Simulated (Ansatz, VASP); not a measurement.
Mg3ZrN: VASP beside Ansatz

```
Mg Zr N
1.0
     4.08699    0.00000    0.00000
    -2.04350    3.53944    0.00000
     0.00000    0.00000    4.90521
Mg Zr N
3 1 1
Direct
  0.66667 0.33333 0.24892
  0.66667 0.33333 0.75108
  0.00000 0.00000 0.00000
  0.00000 0.00000 0.50000
  0.33333 0.66667 0.00000
```

Change from the starting cell: species swapped into the GaFe3As type (P-6m2, No. 187).

Alike in both runs: task single point; functional PBE; k mesh 6 × 6 × 4; occupations gaussian, width 0.1 eV; no spin polarisation.

|  | VASP | Ansatz |
| --- | --- | --- |
| version | VASP 6.6.1 | Ansatz 0.2.0 |
| potentials or method | VASP PAW PBE potentials, release 64 (Mg, Zr_sv, N), cutoff 520 eV | scalar-relativistic, plane waves, PAW |
| valence electrons in the cell | 23 | 47 |

```tsv
	VASP	Ansatz	Ansatz less VASP
gap on the k mesh at the Fermi level (eV)	none	none	-
rms of the force components (eV/Å)	0.286	0.294	+0.0078
```

Atom by atom the forces differ by 0.008 eV/Å (rms over components). A gap of «none» marks a metal or a gap that the smearing closes. VASP's potentials hold 23 valence electrons a cell and Ansatz's 47, so a difference there can come from the potentials and not from the codes.
